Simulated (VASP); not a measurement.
Runs of VASP 6.6.1 on Si3Sn. The structure is that of space group Pm-3m (No. 221), or close to it. The cells are those of the table. The cell was built from a structure type or drawn by symmetry, and may not be a known phase.

| task | cell | k mesh | cutoff (eV) | gap on the mesh (eV) | pressure (GPa) | relaxed volume (Å³/atom) |
| --- | --- | --- | --- | --- | --- | --- |
| relaxation of cell and atoms | relaxed from a = 4.021 Å, 4 atoms | 4 × 4 × 4 | 600 | none | 0.0 | 19.24 |
| single point | a = 4.021 Å, 4 atoms | 4 × 4 × 4 | 520 | none | 12.4 | - |
| single point | a = 4.204 Å, 4 atoms | 12 × 12 × 12 | 520 | none | -0.1 | - |
| relaxation of cell and atoms | relaxed from a = 4.250 Å, 4 atoms | 12 × 12 × 12 | 600 | none | 0.0 | (b) |
| single point | a = 4.250 Å, 4 atoms | 4 × 4 × 4 | 520 | none | (a) | - |

Alike in all rows: level PBE; potentials or basis VASP PAW PBE potentials, release 64 (Si, Sn_d); no spin polarisation; smearing gaussian 0.1 eV.

Task: Fill in the values left out.

Result: (a) 0.1; (b) 18.56.

Caveats: some runs use coarse meshes; spin-orbit coupling is left out, which moves the levels of the heavy elements; the volume moved by over 15 % at a fixed basis, so the end points are rough (at least some runs).

A k mesh can miss the band edges, and the runs leave out spin-orbit coupling on Sn.

A gap of «none» marks levels without a gap at the run's occupations.
